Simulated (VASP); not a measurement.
NaF, 2 atoms in the cell. It takes space group R3m (No. 160, trigonal). Conventional cell: a = 3.286 Å, b = 3.286 Å, c = 8.048 Å, α = 90.00°, β = 90.00°, γ = 120.00°. Na (site symmetry 3m) has 6 F at 2.29 to 2.35 Å within 3.0 Å. Within 3.0 Å of F (site symmetry 3m) lie 6 Na at 2.29 to 2.35 Å.  This cell differs from its parent crystal: all Na atoms moved +0.050 Å, as atom 1 along Cartesian [1 1 1].

| Item | Value |
| --- | --- |
| Program | VASP 6.6.1 |
| Task | single point |
| Functional | PBEsol |
| Potentials or basis | VASP PAW PBE potentials, release 64 (Na_pv, F) |
| Cutoff | 520 eV |
| k mesh | 8 × 8 × 8 |
| Occupations | gaussian, width 0.05 eV |
| Spin | no spin polarisation |
| Dipole correction | no |
| Further INCAR settings | ALGO = Normal; EDIFF = 1e-06; NBANDS = 14 |

Potentials or basis: VASP PAW PBE potentials, release 64 (Na_pv, F).

Launch:

```console
$ cat potpaw_PBE.64/Na_pv/POTCAR potpaw_PBE.64/F/POTCAR > POTCAR
$ mpirun -np 1 vasp_std > vasp.out
```

Hardware: 1 thread of AMD EPYC 7R13 Processor (Zen 3) (shared host).

Q: Estimate the wall time of this run.

A: It took 17 s on 1 thread of AMD EPYC 7R13 Processor (Zen 3) (shared host), peak memory 0.11 GiB. Counts: scf iterations 12, k points 65.
